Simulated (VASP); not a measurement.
Runs of VASP 6.6.1 on Hf. The structure is that of space group P6_3/mmc (No. 194), or close to it. The cells are those of the table. 

| cell | k mesh | gap on the mesh (eV) | pressure (GPa) |
| --- | --- | --- | --- |
| a = 3.115, b = 3.115, c = 4.935 Å, angles 90.0, 90.0, 120.0°, 2 atoms | 16 × 16 × 10 | none | 9.9 |
| a = 2.963, b = 2.963, c = 4.744 Å, angles 90.0, 90.0, 120.0°, 2 atoms | 18 × 18 × 10 | none | 34.1 |
| a = 3.206, b = 3.206, c = 5.065 Å, angles 90.0, 90.0, 120.0°, 2 atoms | 16 × 16 × 10 | none | -0.5 |
| a = 3.066, b = 3.066, c = 4.875 Å, angles 90.0, 90.0, 120.0°, 2 atoms | 16 × 16 × 10 | none | 16.4 |
| a = 3.015, b = 3.015, c = 4.810 Å, angles 90.0, 90.0, 120.0°, 2 atoms | 18 × 18 × 10 | none | (b) |
| a = 2.847, b = 2.847, c = 4.623 Å, angles 90.0, 90.0, 120.0°, 2 atoms | 18 × 18 × 10 | none | (c) |
| a = 2.908, b = 2.908, c = 4.680 Å, angles 90.0, 90.0, 120.0°, 2 atoms | 18 × 18 × 10 | none | 45.6 |
| a = 3.162, b = 3.162, c = 4.997 Å, angles 90.0, 90.0, 120.0°, 2 atoms | 16 × 16 × 10 | none | (a) |
| a = 3.248, b = 3.248, c = 5.132 Å, angles 90.0, 90.0, 120.0°, 2 atoms | 16 × 16 × 10 | none | -4.3 |

Alike in all rows: task single point; level PBE; potentials or basis VASP PAW PBE potentials, release 64 (Hf_pv); no spin polarisation; cutoff (eV) 520; smearing gaussian 0.05 eV.

Q: Fill in the values left out.

A: (a) 4.2; (b) 24.6; (c) 59.7.

Caveats: spin-orbit coupling is left out, which moves the levels of the heavy elements.

A k mesh can miss the band edges, and the runs leave out spin-orbit coupling on Hf.

A gap of «none» marks levels without a gap at the run's occupations.
